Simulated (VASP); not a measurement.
A run of VASP 6.6.1:

The input INCAR:

```
ALGO = Normal
EDIFF = 1E-7
EDIFFG = -0.02
ENCUT = 520
GGA = PE
IBRION = 2
ISIF = 2
ISMEAR = -1
LASPH = True
LCHARG = False
LREAL = False
LWAVE = False
NELM = 100
NSW = 80
PREC = Accurate
SIGMA = 0.02
```

The input KPOINTS:

```
k-points
0
Gamma
  4 4 9
```

The input POSCAR:

```
Si3N4
1.0
    7.6170000000      0.0000000000      0.0000000000
   -3.8085000000      6.5965155006      0.0000000000
    0.0000000000      0.0000000000      2.9134000000
Si N
6 8
Direct
    0.1784000000      0.7749000000      0.2500000000
    0.4035000000      0.1784000000      0.7500000000
    0.2251000000      0.4035000000      0.2500000000
    0.8216000000      0.2251000000      0.7500000000
    0.5965000000      0.8216000000      0.2500000000
    0.7749000000      0.5965000000      0.7500000000
    0.3333333333      0.6666666667      0.2500000000
    0.6666666667      0.3333333333      0.7500000000
    0.3359000000      0.0328000000      0.2500000000
    0.3031000000      0.3359000000      0.7500000000
    0.9672000000      0.3031000000      0.2500000000
    0.6641000000      0.9672000000      0.7500000000
    0.6969000000      0.6641000000      0.2500000000
    0.0328000000      0.6969000000      0.7500000000
```

Potentials or basis: VASP PAW PBE potentials, release 64 (Si, N).

Launch:

```sh
$ cat potpaw_PBE.64/Si/POTCAR potpaw_PBE.64/N/POTCAR > POTCAR
$ mpirun -np 1 vasp_std > vasp.out
```

Hardware: 1 thread of Oxide Virtual Turin-like Processor, on a shared host.

Task: Estimate the wall time of this run.

Result: Run time: 22 min on 1 thread of Oxide Virtual Turin-like Processor, on a shared host, peak memory 0.29 GiB. Counts: scf iterations 86, k points 20, ion steps 9.
